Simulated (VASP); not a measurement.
# ZrC3 (P6/mmm) in VASP: further runs

The runs below take ZrC3 through single point, relaxation of cell and atoms, with PBE.

Program: VASP 6.6.1. These are calculated values, not measurements. Logs are shortened: lines on timing, memory, paths and dates and some standing lists are left out, and cuts for length are marked.

### 1 The cell of the first run

It takes space group P6/mmm (No. 191, hexagonal). The conventional cell has a = 3.547 Å, b = 3.547 Å, c = 3.743 Å, α = 90.00°, β = 90.00°, γ = 120.00°. Zr (site symmetry 6/mmm) has 8 C at 1.87 to 2.05 Å within 2.5 Å. C (site symmetry 6/mmm) has 2 Zr at 1.87 Å within 2.5 Å. C (site symmetry -6m2) has 3 Zr at 2.05 Å and 9 C at 2.05 to 2.77 Å within 2.8 Å.

### 2 Single point, PBE

INCAR reads:

```
SYSTEM = ZrC3
ALGO = Normal
EDIFF = 1E-6
ENCUT = 600
GGA = PE
GGA_COMPAT = .False.
ISIF = 2
ISMEAR = 0
LASPH = .True.
LCHARG = .False.
LREAL = .False.
LWAVE = .False.
NBANDS = 20
NELM = 120
PREC = Accurate
SIGMA = 0.1
```

KPOINTS reads:

```
k-points
0
Gamma
  6 6 6
  0 0 0
```

POSCAR reads:

```
ZrC3
1.0
    3.5465272883      0.0000000000      0.0000000000
   -1.7732636441      3.0713827269      0.0000000000
    0.0000000000      0.0000000000      3.7429915258
Zr C
1 3
Direct
    0.0000000000      0.0000000000      0.0000000000
    0.0000000000      0.0000000000      0.5000000000
    0.3333333333      0.6666666667      0.0000000000
    0.6666666667      0.3333333333      0.0000000000
```

Potentials or basis: VASP PAW PBE potentials, release 64 (Zr_sv, C).

Started as:

```bash
> cat potpaw_PBE.64/Zr_sv/POTCAR potpaw_PBE.64/C/POTCAR > POTCAR
> mpirun -np 1 vasp_std > vasp.out
```

OUTCAR:

```text
SYSTEM = ZrC3
   EDIFF = 1E-6
   ENCUT = 600
   GGA = PE
   ISIF = 2
   ISMEAR = 0
   LASPH = .True.
   LREAL = .False.
   NELM = 120
   PREC = Accurate

 ion  position               nearest neighbor table
   1  0.000  0.000  0.000-   2 1.87   2 1.87   4 2.05   3 2.05   3 2.05   4 2.05   4 2.05   3 2.05

   2  0.000  0.000  0.500-   1 1.87   1 1.87
   3  0.333  0.667  0.000-   1 2.05   4 2.05   4 2.05   1 2.05   1 2.05   4 2.05
   4  0.667  0.333  0.000-   1 2.05   3 2.05   3 2.05   1 2.05   1 2.05   3 2.05

  LATTYP: Found a hexagonal cell.
 ALAT       =     3.5465272883
 C/A-ratio  =     1.0553962289

  Lattice vectors:

 A1 = (   3.5465272883,   0.0000000000,   0.0000000000)
 A2 = (  -1.7732636441,   3.0713827269,   0.0000000000)
 A3 = (   0.0000000000,   0.0000000000,   3.7429915258)

Analysis of symmetry for initial positions (statically):
=====================================================================
 Subroutine PRICEL returns:
 Original cell was already a primitive cell.

 Routine SETGRP: Setting up the symmetry group for a
 hexagonal supercell.

 Subroutine GETGRP returns: Found 24 space group operations
 (whereof 24 operations were pure point group operations)
 out of a pool of 24 trial point group operations.

The static configuration has the point symmetry D_6h.

Analysis of symmetry for dynamics (positions and initial velocities):
=====================================================================
 Subroutine PRICEL returns:
 Original cell was already a primitive cell.

 Routine SETGRP: Setting up the symmetry group for a
 hexagonal supercell.

 Subroutine GETGRP returns: Found 24 space group operations
 (whereof 24 operations were pure point group operations)
 out of a pool of 24 trial point group operations.

The dynamic configuration has the point symmetry D_6h.

 Subroutine INISYM returns: Found 24 space group operations
 (whereof 24 operations are pure point group operations),
 and found     1 'primitive' translations

----------------------------------------------------------------------------------------

                                     Primitive cell

  volume of cell :      40.7714

  direct lattice vectors                    reciprocal lattice vectors
     3.546527288  0.000000000  0.000000000     0.281965968  0.162793128  0.000000000
    -1.773263644  3.071382727  0.000000000     0.000000000  0.325586255  0.000000000
     0.000000000  0.000000000  3.742991526     0.000000000  0.000000000  0.267165980

  length of vectors
     3.546527288  3.546527288  3.742991526     0.325586255  0.325586255  0.267165980

  position of ions in fractional coordinates (direct lattice)
     0.000000000  0.000000000  0.000000000
     0.000000000  0.000000000  0.500000000
     0.333333333  0.666666667  0.000000000
     0.666666667  0.333333333  0.000000000

  ion indices of the primitive-cell ions
   primitive index   ion index
                 1           1
                 2           2
                 3           3
                 4           4

----------------------------------------------------------------------------------------

 KPOINTS: k-points

Automatic generation of k-mesh.
 Grid dimensions read from file:
 generate k-points for:    6    6    6

 Generating k-lattice:

  Cartesian coordinates                     Fractional coordinates (reciprocal lattice)
     0.046994328  0.027132188  0.000000000     0.166666667  0.000000000  0.000000000
     0.000000000  0.054264376  0.000000000     0.000000000  0.166666667  0.000000000
     0.000000000  0.000000000  0.044527663     0.000000000  0.000000000  0.166666667

  Length of vectors
     0.054264376  0.054264376  0.044527663

  Shift w.r.t. Gamma in fractional coordinates (k-lattice)
     0.000000000  0.000000000  0.000000000

 Subroutine IBZKPT returns following result:
 ===========================================

 Found     28 irreducible k-points:

 Following reciprocal coordinates:
            Coordinates               Weight
  0.000000  0.000000  0.000000      1.000000
  0.166667  0.000000  0.000000      6.000000
  0.333333  0.000000  0.000000      6.000000
  0.500000  0.000000  0.000000      3.000000
  0.166667  0.166667  0.000000      6.000000
  0.333333  0.166667  0.000000     12.000000
[... 16 lines left out ...]
  0.166667  0.000000  0.500000      6.000000
  0.333333  0.000000  0.500000      6.000000
 [... further k-points ...]
   k-points           NKPTS =     28   k-points in BZ     NKDIM =     28   number of bands    NBANDS=     20
   number of dos      NEDOS =    301   number of ions     NIONS =      4
   total plane-waves  NPLWV =  23520
   dimension x,y,z NGX =    28 NGY =   28 NGZ =   30
   dimension x,y,z NGXF=    56 NGYF=   56 NGZF=   60
   ions per type =               1   3
   NGX,Y,Z   is equivalent  to a cutoff of  13.13, 13.13, 13.32 a.u.
   NGXF,Y,Z  is equivalent  to a cutoff of  26.25, 26.25, 26.65 a.u.
 SYSTEM =  ZrC3
[... 89 lines left out ...]
  band No.  band energies     occupation
      1     -39.2096      2.00000
      2     -18.3776      2.00000
      3     -18.1944      2.00000
      4     -17.8792      2.00000
      5      -4.3789      2.00000
      6      -2.4880      2.00000
[... 12 lines left out ...]
     19      17.8887      0.00000
     20      19.3049      0.00000

 k-point     4 :       0.5000    0.0000    0.0000
  band No.  band energies     occupation
      1     -39.1957      2.00000
      2     -18.5776      2.00000
      3     -18.1759      2.00000
      4     -17.9348      2.00000
      5      -3.7456      2.00000
      6      -2.3945      2.00000
[... 12 lines left out ...]
     19      16.5207      0.00000
     20      18.6094      0.00000

 k-point     5 :       0.1667    0.1667    0.0000
  band No.  band energies     occupation
      1     -39.2165      2.00000
      2     -18.2333      2.00000
      3     -18.2036      2.00000
      4     -17.8963      2.00000
      5      -4.6659      2.00000
      6      -2.5252      2.00000
[... 12 lines left out ...]
     19      18.0466      0.00000
     20      19.4885      0.00000

 k-point     6 :       0.3333    0.1667    0.0000
  band No.  band energies     occupation
      1     -39.1957      2.00000
      2     -18.4764      2.00000
      3     -18.1760      2.00000
      4     -18.0528      2.00000
      5      -3.3404      2.00000
      6      -2.3776      2.00000
[... 12 lines left out ...]
     19      17.4995      0.00000
     20      18.8202      0.00000

 k-point     7 :       0.3333    0.3333    0.0000
  band No.  band energies     occupation
      1     -39.1888      2.00000
      2     -18.3362      2.00000
      3     -18.3362      2.00000
      4     -18.1668      2.00000
      5      -2.3991      2.00000
      6      -2.1920      2.00000
[... 12 lines left out ...]
     19      17.4779      0.00000
     20      17.4779      0.00000
[... 277 lines left out ...]
 k-point    20 :       0.3333    0.1667    0.3333
  band No.  band energies     occupation
      1     -39.1923      2.00000
      2     -18.4483      2.00000
      3     -18.3370      2.00000
      4     -18.0297      2.00000
      5      -3.1261      2.00000
      6      -1.8998      2.00000
[... 12 lines left out ...]
     19      17.7179      0.00000
     20      19.5134      0.00000

 k-point    21 :       0.3333    0.3333    0.3333
  band No.  band energies     occupation
      1     -39.1854      2.00000
      2     -18.3257      2.00000
      3     -18.3098      2.00000
      4     -18.3098      2.00000
      5      -2.0379      2.00000
      6      -2.0379      2.00000
[... 12 lines left out ...]
     19      17.5824      0.00000
     20      17.5824      0.00000

 k-point    22 :       0.0000    0.0000    0.5000
  band No.  band energies     occupation
      1     -39.2455      2.00000
      2     -18.4843      2.00000
      3     -17.6794      2.00000
      4     -17.6794      2.00000
      5      -6.1267      2.00000
      6      -0.1098      2.00000
[... 12 lines left out ...]
     19      18.4568      0.00000
     20      18.4568      0.00000

 k-point    23 :       0.1667    0.0000    0.5000
  band No.  band energies     occupation
      1     -39.2320      2.00000
      2     -18.4606      2.00000
      3     -17.9132      2.00000
      4     -17.7376      2.00000
      5      -5.4684      2.00000
      6      -0.6699      2.00000
[... 12 lines left out ...]
     19      19.4051      0.00000
     20      19.8047      0.00000

 k-point    24 :       0.3333    0.0000    0.5000
  band No.  band energies     occupation
      1     -39.2048      2.00000
      2     -18.4129      2.00000
      3     -18.3409      2.00000
      4     -17.8508      2.00000
      5      -4.0980      2.00000
      6      -1.6267      2.00000
[... 12 lines left out ...]
     19      19.1082      0.00000
     20      20.6613      0.00000

 [... further k-points ...]

------------------------ aborting loop because EDIFF is reached ----------------------------------------

  FORCE on cell =-STRESS in cart. coord.  units (eV):
  Direction    XX          YY          ZZ          XY          YZ          ZX
  --------------------------------------------------------------------------------------
  -------------------------------------------------------------------------------------
  Total       21.4595731     21.4595731     21.5811112      0.0000000     -0.0000000      0.0000000
  in kB      843.2873273    843.2873273    848.0633570      0.0000000     -0.0000000      0.0000000
  external PRESSURE =     844.8793372 kB  Pullay stress =       0.0000000 kB

 VOLUME and BASIS-vectors are now :
 -----------------------------------------------------------------------------
  energy-cutoff  :      600.00
  volume of cell :       40.77
      direct lattice vectors                 reciprocal lattice vectors
     3.546527288  0.000000000  0.000000000     0.281965968  0.162793128  0.000000000
    -1.773263644  3.071382727  0.000000000     0.000000000  0.325586255  0.000000000
     0.000000000  0.000000000  3.742991526     0.000000000  0.000000000  0.267165980

 POSITION                                       TOTAL-FORCE (eV/Angst)
 -----------------------------------------------------------------------------------
      0.00000      0.00000      0.00000        -0.000000      0.000000      0.000000
      0.00000      0.00000      1.87150        -0.000000      0.000000      0.000000
     -0.00000      2.04759      0.00000         0.000000      0.000000      0.000000
      1.77326      1.02379      0.00000        -0.000000      0.000000     -0.000000
 -----------------------------------------------------------------------------------
    total drift:                               -0.000000      0.000000     -0.000000

  FREE ENERGIE OF THE ION-ELECTRON SYSTEM (eV)
  ---------------------------------------------------
  free  energy   TOTEN  =       -21.4791761693 eV

  energy  without entropy=      -21.4682389505  energy(sigma->0) =      -21.47370756
```

It took 53 s on 1 thread of Intel Xeon 8259CL, shared host; peak memory 0.17 GiB.

Results:

```
Free energy            : -21.4792 eV
Pressure               : 84.5 GPa
Band gap on the k mesh : zero (bands 12 and 13 overlap by 2.42 eV)
```

Stress tensor (GPa, compression positive):
```
84.33  0.00  0.00
 0.00 84.33  0.00
 0.00  0.00 84.81
```

Levels at points of the mesh, in eV from the Fermi level:
```
           k point  band 10  band 11  band 12  band 13  band 14  band 15
(0.00, 0.00, 0.00)    -2.75     0.53     0.53     2.67     3.30     3.30
(0.50, 0.00, 0.00)    -2.03    -0.98    -0.44     0.09     0.46     2.60
(0.00, 0.00, 0.50)    -4.11    -2.19    -1.88    -1.88     2.14     4.67
(0.50, 0.00, 0.50)    -2.98    -2.49    -1.61    -0.60    -0.39     2.61
```

Caveat: the cell stands under pressure.

### 3 Single point, PBE

This run uses another cell than the first one, of 15.32 Å³/atom.

INCAR reads:

```
  PREC = Accurate
  ENCUT = 600
  EDIFF = 1E-6
  ISMEAR = 0
  SIGMA = 0.1
  LREAL = F
  LASPH = T
  NELM = 120
  ALGO = Normal
  ISIF = 2
  LWAVE = F
  LCHARG = F
  GGA = PE
  NBANDS = 20
  GGA_COMPAT = F
```

KPOINTS reads:

```
regular mesh
0
Gamma
  6 6 4
```

POSCAR reads:

```
ZrC3
1.0
    4.0166039365      0.0000000000      0.0000000000
   -2.0083019682      3.4784810459      0.0000000000
    0.0000000000      0.0000000000      4.3846721493
Zr C
1 3
Direct
    0.0000000000      0.0000000000      0.0000000000
    0.0000000000      0.0000000000      0.5000000000
    0.3333333333      0.6666666667      0.0000000000
    0.6666666667      0.3333333333      0.0000000000
```

Potentials or basis: VASP PAW PBE potentials, release 64 (Zr_sv, C).

Started as:

```bash
> cat potpaw_PBE.64/Zr_sv/POTCAR potpaw_PBE.64/C/POTCAR > POTCAR
> mpirun -np 1 vasp_std > vasp.out
```

Wall time 59 s (1 thread of Intel Xeon 8259CL, shared host); peak memory 0.19 GiB.

It converged, with:

```
Free energy            : -25.5391 eV
Pressure               : 0.3 GPa
Band gap on the k mesh : zero (bands 12 and 13 overlap by 1.10 eV)
```

Stress tensor (GPa, compression positive):
```
0.28 0.00 0.00
0.00 0.28 0.00
0.00 0.00 0.40
```

Levels at points of the mesh, in eV from the Fermi level:
```csv
k point,band 9,band 10,band 11,band 12,band 13,band 14,band 15,band 16
"(0.00, 0.00, 0.00)",-4.64,-2.12,0.54,0.54,1.49,2.08,2.91,2.91
"(0.50, 0.00, 0.00)",-1.98,-1.91,-0.25,0.02,0.04,0.77,1.27,2.37
"(0.00, 0.00, 0.50)",-4.60,-2.82,-1.60,-0.56,-0.56,1.87,2.55,2.55
"(0.50, 0.00, 0.50)",-2.72,-2.59,-1.89,-0.92,0.04,0.12,1.92,2.37
```

### 4 Relaxation of cell and atoms, PBE

INCAR reads:

```
PREC = Accurate ; ENCUT = 600
EDIFF = 1E-7 ; ISMEAR = 0
SIGMA = 0.1 ; LREAL = False
LASPH = True ; NELM = 120
ALGO = Normal ; ISIF = 3
LWAVE = False ; LCHARG = False
GGA = PE ; IBRION = 2
NSW = 90 ; EDIFFG = -0.04
GGA_COMPAT = False ; NELMIN = 4
```

KPOINTS is that of step 3.

POSCAR reads:

```
ZrC3
1.0
    3.5465272883      0.0000000000      0.0000000000
   -1.7732636441      3.0713827269      0.0000000000
    0.0000000000      0.0000000000      3.7429915258
Zr C
1 3
Direct
    0.0000000000      0.0000000000      0.0000000000
    0.0000000000      0.0000000000      0.5000000000
    0.3333333333      0.6666666667      0.0000000000
    0.6666666667      0.3333333333      0.0000000000
```

Started as:

```bash
> cat potpaw_PBE.64/Zr_sv/POTCAR potpaw_PBE.64/C/POTCAR > POTCAR
> mpirun -np 1 vasp_std > vasp.out
```

Wall time 3.5 min (1 thread of Intel Xeon 8259CL, shared host); peak memory 0.17 GiB.

Results (log left out):

| Property | Result |
| --- | --- |
| Free energy | -25.5226 eV |
| Relaxed volume | 15.35 Å³/atom |
| Relaxed cell | a = 4.019 Å, b = 4.019 Å, c = 4.388 Å, α = 90.00°, β = 90.00°, γ = 120.00° |
| Space group after relaxing (to 0.1 Å) | P6/mmm (No. 191) |
| Energy gained by relaxing | 1043.0 meV/atom |
| Ionic steps | 6 |
| Pressure after relaxing | 0.0 GPa |
| Band gap on the k mesh | zero (bands 12 and 13 overlap by 1.09 eV) |

The path:
| step | energy change (eV) | largest force (eV/Å) | pressure (GPa) | volume (Å³) |
| --- | --- | --- | --- | --- |
| 1 | 0.0000 | 0.0000 | 84.84 | 40.77 |
| 2 | -2.6866 | 0.0000 | -18.91 | 81.63 |
| 3 | -4.1490 | 0.0000 | -0.63 | 61.82 |
| 4 | -4.1493 | 0.0000 | 0.21 | 61.34 |
| 5 | -4.1707 | 0.0000 | -0.05 | 61.39 |
| 6 | -4.1718 | 0.0000 | -0.04 | 61.39 |

Final structure:
```xyz
4
Lattice="4.0194 0.0000 0.0000 -2.0097 3.4809 0.0000 0.0000 0.0000 4.3876" Properties=species:S:1:pos:R:3 pbc="T T T"
Zr    0.0000    0.0000    0.0000
C     0.0000    0.0000    2.1938
C     0.0000    2.3206    0.0000
C     2.0097    1.1603    0.0000
```

Levels at points of the mesh, in eV from the Fermi level:
```
           k point  band 9  band 10  band 11  band 12  band 13  band 14  band 15  band 16
(0.00, 0.00, 0.00)   -4.62    -2.11     0.54     0.54     1.49     2.08     2.90     2.90
(0.50, 0.00, 0.00)   -1.97    -1.91    -0.25     0.02     0.04     0.77     1.27     2.37
(0.00, 0.00, 0.50)   -4.59    -2.82    -1.59    -0.56    -0.56     1.87     2.54     2.54
(0.50, 0.00, 0.50)   -2.71    -2.59    -1.88    -0.92     0.04     0.13     1.92     2.37
```

Caveat: the k points lie up to 0.36 Å⁻¹ apart in the final cell, too coarse for converged energies and pressures of a metal; the volume moved by over 15 % at a fixed basis, so the end points are rough.

### 5 Single point, PBE

This run uses another cell than the first one, of 15.37 Å³/atom.

INCAR reads:

```
PREC     = Accurate       # precision mode
ENCUT    = 600            # plane-wave cutoff, eV
EDIFF    = 1E-6           # SCF threshold, eV
ISMEAR   = 0              # smearing method
SIGMA    = 0.1            # smearing width, eV
LREAL    = F              # projectors in reciprocal space
LASPH    = T              # aspherical terms in the spheres
NELM     = 120            # most SCF steps
ALGO     = Normal         # electronic algorithm
ISIF     = 2              # what is computed and relaxed
LWAVE    = F              # write WAVECAR
LCHARG   = F              # write CHGCAR
GGA      = PE             # functional
NBANDS   = 20             # bands
GGA_COMPAT= F
```

KPOINTS reads:

```
Automatic mesh
0
Gamma
  12 12 10
```

POSCAR reads:

```
ZrC3
1.0
    4.0177715601      0.0000000000      0.0000000000
   -2.0088857800      3.4794922377      0.0000000000
    0.0000000000      0.0000000000      4.3965668509
Zr C
1 3
Direct
    0.0000000000      0.0000000000      0.0000000000
    0.0000000000      0.0000000000      0.5000000000
    0.3333333333      0.6666666667      0.0000000000
    0.6666666667      0.3333333333      0.0000000000
```

Started as:

```bash
> cat potpaw_PBE.64/Zr_sv/POTCAR potpaw_PBE.64/C/POTCAR > POTCAR
> mpirun -np 1 vasp_std > vasp.out
```

Wall time 3.4 min (1 thread of Intel Xeon 8259CL, shared host); peak memory 0.3 GiB.

The run converged. Its results:

| Item | Value |
| --- | --- |
| Free energy | -25.4790 eV |
| Pressure | 0.0 GPa |
| Band gap on the k mesh | zero (bands 12 and 13 overlap by 1.09 eV) |

Stress tensor (GPa, compression positive):
```
 0.06  0.00  0.00
 0.00  0.06  0.00
 0.00  0.00 -0.04
```

Levels at points of the mesh, in eV from the Fermi level:
| k point | band 8 | band 9 | band 10 | band 11 | band 12 | band 13 | band 14 | band 15 | band 16 | band 17 |
| --- | --- | --- | --- | --- | --- | --- | --- | --- | --- | --- |
| (0.00, 0.00, 0.00) | -4.63 | -4.63 | -2.15 | 0.48 | 0.48 | 1.38 | 2.08 | 2.90 | 2.90 | 2.97 |
| (0.50, 0.00, 0.00) | -2.74 | -2.00 | -1.91 | -0.31 | -0.02 | 0.01 | 0.70 | 1.19 | 2.39 | 2.58 |
| (0.00, 0.00, 0.50) | -4.59 | -4.59 | -2.91 | -1.61 | -0.61 | -0.61 | 1.87 | 2.55 | 2.55 | 5.76 |
| (0.50, 0.00, 0.50) | -3.66 | -2.80 | -2.58 | -1.89 | -0.97 | 0.03 | 0.12 | 1.87 | 2.38 | 5.59 |

### 6 Overview

| task | cell | k mesh | gap on the mesh (eV) | pressure (GPa) |
| --- | --- | --- | --- | --- |
| single point | a = 3.547, b = 3.547, c = 3.743 Å, angles 90.0, 90.0, 120.0°, 4 atoms | 6 × 6 × 6 | none | 84.5 |
| single point | a = 4.017, b = 4.017, c = 4.385 Å, angles 90.0, 90.0, 120.0°, 4 atoms | 6 × 6 × 4 | none | 0.3 |
| relaxation of cell and atoms | relaxed from a = 3.547, b = 3.547, c = 3.743 Å, angles 90.0, 90.0, 120.0°, 4 atoms | 6 × 6 × 4 | none | 0.0 |
| single point | a = 4.018, b = 4.018, c = 4.397 Å, angles 90.0, 90.0, 120.0°, 4 atoms | 12 × 12 × 10 | none | 0.0 |

Alike in all rows: level PBE; potentials or basis VASP PAW PBE potentials, release 64 (Zr_sv, C); no spin polarisation; cutoff (eV) 600; smearing gaussian 0.1 eV.

Caveats: some runs use coarse meshes; the cell stands under pressure (at least some runs); the volume moved by over 15 % at a fixed basis, so the end points are rough (at least some runs).

Absolute energies hang on the potentials; compare differences alone.
